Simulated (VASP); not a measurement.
Set up this calculation in VASP 6.6.1, as the native input.

* Task: single point
* Functional: LDA
* Potentials or basis: VASP PAW LDA potentials, release 64 (Sn_d, Te)
* Cutoff: 520 eV
* k mesh: 8 × 8 × 8
* Occupations: fermi-dirac, width 0.02 eV
* Spin: no spin polarisation
* Dipole correction: no
* Further INCAR settings: ALGO = Normal; EDIFF = 1e-06; NBANDS = 17

The structure of SnTe lies in POSCAR:

```
SnTe
1.0
    0.0000000000      3.1893545680      3.1893545680
    3.1893545680      0.0000000000      3.1893545680
    3.1893545680      3.1893545680      0.0000000000
Sn Te
1 1
Direct
    0.0000000000      0.0000000000      0.0000000000
    0.5000000000      0.5000000000      0.5000000000
```

These files were run (other wordings do the same):

INCAR

```
PREC     = Accurate       # precision mode
ENCUT    = 520            # plane-wave cutoff, eV
EDIFF    = 1E-6           # SCF threshold, eV
ISMEAR   = -1             # smearing method
SIGMA    = 0.02           # smearing width, eV
LREAL    = F              # projectors in reciprocal space
LASPH    = T              # aspherical terms in the spheres
NELM     = 60             # most SCF steps
ALGO     = Normal         # electronic algorithm
ISIF     = 2              # what is computed and relaxed
LWAVE    = F              # write WAVECAR
LCHARG   = F              # write CHGCAR
GGA      = CA             # functional
NBANDS   = 17             # bands
```

KPOINTS

```
regular mesh
0
Gamma
  8 8 8
```

Potentials or basis: VASP PAW LDA potentials, release 64 (Sn_d, Te).

Launch:

```sh
$ cat potpaw_LDA.64/Sn_d/POTCAR potpaw_LDA.64/Te/POTCAR > POTCAR
$ mpirun -np 1 vasp_std > vasp.out
```

It gave:

- Pressure: -2.9 GPa
- Band gap on the k mesh: 0.02 eV

Caveat: semilocal functionals underestimate gaps, and a narrow one can read as zero; spin-orbit coupling is left out, which moves the levels of the heavy elements.

Run time: 50 s on 1 thread of Intel Xeon 8259CL, with other jobs on the host, peak memory 0.19 GiB.
